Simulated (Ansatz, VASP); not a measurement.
AlFe: VASP beside Ansatz

```
Al Fe
1.0
     2.81627    0.00000    0.00000
     0.00000    2.81627    0.00000
     0.00000    0.00000    2.81627
Al Fe
1 1
Cartesian
  0.0000 0.0000 0.0000
  1.4081 1.4081 1.4081
```

Alike in both runs: task single point; functional PBEsol; k mesh 14 × 14 × 14; occupations gaussian, width 0.1 eV; collinear spin.

```csv
,VASP,Ansatz
version,VASP 6.6.1,Ansatz 0.2.0
potentials or method,"VASP PAW PBE potentials, release 64 (Al, Fe), cutoff 520 eV","scalar-relativistic, plane waves, PAW"
valence electrons in the cell,11,19
```

|  | VASP | Ansatz | Ansatz less VASP |
| --- | --- | --- | --- |
| gap on the k mesh at the Fermi level (eV) | none | none | - |
| pressure (GPa) | 6.5 | 6.2 | -0.29 |
| net moment per atom (μB) | 0.32 | 0.32 | +0.001 |
| size of the moment on the site where the two differ most (μB) | 0.67 | 0.66 | -0.008 |

VASP's potentials were made for PBE, not for PBEsol. Site moments also hang on the region over which each program counts them. A gap of «none» marks a metal or a gap that the smearing closes. VASP's potentials hold 11 valence electrons a cell and Ansatz's 19, so a difference there can come from the potentials and not from the codes.
